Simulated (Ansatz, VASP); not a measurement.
# InO in VASP and in Ansatz

File POSCAR:

```
InO
1.0
    3.3154692493      0.0000000000      0.0000000000
   -1.6577346247      2.8712805953      0.0000000000
    0.0000000000      0.0000000000     16.5121840000
In O
2 2
Direct
    0.6666666667      0.3333333333      0.5900210000
    0.6666666667      0.3333333333      0.4099790000
    0.0000000000      0.0000000000      0.6398670000
    0.0000000000      0.0000000000      0.3601330000
```

File INCAR.step1:

```
ALGO     = Normal         # electronic algorithm
EDIFF    = 1E-4           # SCF threshold, eV
ENCUT    = 520            # plane-wave cutoff, eV
GGA      = PE             # functional
ISMEAR   = 0              # smearing method
LASPH    = T              # aspherical terms in the spheres
LCHARG   = F              # write CHGCAR
LREAL    = F              # projectors in reciprocal space
LWAVE    = T              # write WAVECAR
NBANDS   = 27             # bands
NELM     = 80             # most SCF steps
PREC     = Accurate       # precision mode
SIGMA    = 0.05           # smearing width, eV
```

INCAR.step2

```
ALGO     = Normal         # electronic algorithm
EDIFF    = 1E-6           # SCF threshold, eV
ENCUT    = 520            # plane-wave cutoff, eV
ISIF     = 2              # what is computed and relaxed
ISMEAR   = 0              # smearing method
ISTART   = 1            
LASPH    = T              # aspherical terms in the spheres
LCHARG   = F              # write CHGCAR
LMIXTAU  = T            
LREAL    = F              # projectors in reciprocal space
LWAVE    = F              # write WAVECAR
METAGGA  = R2SCAN         # meta-GGA
NBANDS   = 27             # bands
NELM     = 80             # most SCF steps
PREC     = Accurate       # precision mode
SIGMA    = 0.05           # smearing width, eV
```

The input KPOINTS:

```
k-points
0
Gamma
  12 12 2
```

Input for Ansatz:

```yaml
crystal:
  lattice:
    - [3.3154692493, 0.0, 0.0]
    - [-1.6577346247, 2.8712805953, 0.0]
    - [0.0, 0.0, 16.512184]
  atoms:
    - { symbol: In, position: [0.6666666667, 0.3333333333, 0.590021] }
    - { symbol: In, position: [0.6666666667, 0.3333333333, 0.409979] }
    - { symbol: O, position: [0.0, 0.0, 0.639867] }
    - { symbol: O, position: [0.0, 0.0, 0.360133] }
basis:
  ecutwfc: 500
kpoints:
  mp_grid: { grid: [12, 12, 2] }
hamiltonian:
  xc: r2scan
scf:
  occupations: { method: gaussian, width: 0.05 }
output:
  forces: true
  stress: true
  eigenvalues: true
```

Change from the starting cell: strain -0.040 along x and y, +0.040 along z, atoms carried along.

Alike in both runs: task single point; functional r2SCAN; k mesh 12 × 12 × 2; occupations gaussian, width 0.05 eV; no spin polarisation.

```csv
,VASP,Ansatz
version,VASP 6.6.1,Ansatz 0.2.0
potentials or method,"VASP PAW PBE potentials, release 64 (In_d, O), cutoff 520 eV","scalar-relativistic, plane waves, PAW"
valence electrons in the cell,38,38
```

|  | VASP | Ansatz | Ansatz less VASP |
| --- | --- | --- | --- |
| gap on the k mesh at the Fermi level (eV) | 0.45 | 0.44 | -0.013 |
| least direct gap on the mesh (eV) | 1.69 | 1.69 | -0.002 |
| rms of the force components (eV/Å) | 0.334 | 0.305 | -0.0291 |

VASP's potentials were made for PBE, not for r2SCAN. Atom by atom the forces differ by 0.036 eV/Å (rms over components).
